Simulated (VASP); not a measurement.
A run of VASP 6.6.1 is set up as follows.

File INCAR:

```
PREC = Accurate
ENCUT = 600
EDIFF = 1E-6
ISMEAR = -1
SIGMA = 0.03
LREAL = False
LASPH = True
NELM = 200
ALGO = Normal
ISIF = 2
LWAVE = False
LCHARG = True
ISPIN = 2
MAGMOM = 2 0
LORBIT = 11
LMAXMIX = 4
GGA = PE
LELF = True
LVHAR = True
NBANDS = 18
ISYM = 0
GGA_COMPAT = False
```

KPOINTS

```
Automatic mesh
0
Gamma
  13 13 15
```

The input POSCAR:

```
CoO
1.0
   -1.4627601483      1.4627601483      2.1072499549
    1.4627601483     -1.4627601483      2.1072499549
    1.4627601483      1.4627601483     -2.1072499549
Co O
1 1
Direct
    0.0000000000      0.0000000000      0.0000000000
    0.5000000000      0.5000000000      0.0000000000
```

Potentials or basis: VASP PAW PBE potentials, release 64 (Co, O).

The run is started by

```sh
$ cat potpaw_PBE.64/Co/POTCAR potpaw_PBE.64/O/POTCAR > POTCAR
$ mpirun -np 1 vasp_std > vasp.out
```

**Question.** Predict the site moments.

**Answer.** Co +2.35; O +0.23 μB.

**Question.** Estimate the net moment.

**Answer.** 2.63 μB per cell.

Stress tensor (GPa, compression positive):
```
10.13 -0.01 -0.01
-0.01 10.13 -0.01
-0.01 -0.01  8.60
```

Caveat: the cell differs from its parent crystal (equal xx and yy strain of -3 %); the cell stands under pressure; a cell with one magnetic atom can't hold antiferromagnetic order, which such compounds often take.
